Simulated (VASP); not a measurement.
Set up this calculation in VASP 6.6.1, as the native input.

| Item | Value |
| --- | --- |
| Task | single point |
| Functional | LDA |
| Potentials or basis | VASP PAW LDA potentials, release 64 (Sn_d, O) |
| Cutoff | 520 eV |
| k mesh | 4 × 4 × 4 |
| Occupations | gaussian, width 0.05 eV |
| Spin | no spin polarisation |
| Dipole correction | no |
| Further INCAR settings | ALGO = Normal; EDIFF = 1e-06; NBANDS = 64 |

The structure of SnO2 lies in POSCAR:

```
SnO2
1.0
    0.0000000000      4.4306881221      4.4306881221
    4.4306881221      0.0000000000      4.4306881221
    4.4306881221      4.4306881221      0.0000000000
Sn O
4 8
Direct
    0.1250000000      0.1250000000      0.6250000000
    0.6250000000      0.1250000000      0.1250000000
    0.1250000000      0.6250000000      0.1250000000
    0.1250000000      0.1250000000      0.1250000000
    0.8906925784      0.8906925784      0.8906925784
    0.8906925784      0.3279222648      0.8906925784
    0.8906925784      0.8906925784      0.3279222648
    0.3279222648      0.8906925784      0.8906925784
    0.9220777352      0.3593074216      0.3593074216
    0.3593074216      0.3593074216      0.9220777352
    0.3593074216      0.9220777352      0.3593074216
    0.3593074216      0.3593074216      0.3593074216
```

These files were run (other wordings do the same):

INCAR

```
PREC = Accurate ; ENCUT = 520
EDIFF = 1E-6 ; ISMEAR = 0
SIGMA = 0.05 ; LREAL = F
LASPH = T ; NELM = 80
ALGO = Normal ; ISIF = 2
LWAVE = F ; LCHARG = F
NBANDS = 64
```

KPOINTS

```
Automatic mesh
0
Gamma
  4 4 4
```

Potentials or basis: VASP PAW LDA potentials, release 64 (Sn_d, O).

The run is started by

```sh
$ cat potpaw_LDA.64/Sn_d/POTCAR potpaw_LDA.64/O/POTCAR > POTCAR
$ mpirun -np 1 vasp_std > vasp.out
```

It gave:

```yaml
Pressure: 0.9 GPa
Largest_force: 0.074 eV/Å
Band_gap_on_the_k_mesh: 2.06 eV
```

Caveat: spin-orbit coupling is left out, which moves the levels of the heavy elements.

Run time: 3.4 min on 1 thread of Intel Xeon 8259CL, on a shared host, peak memory 0.28 GiB.
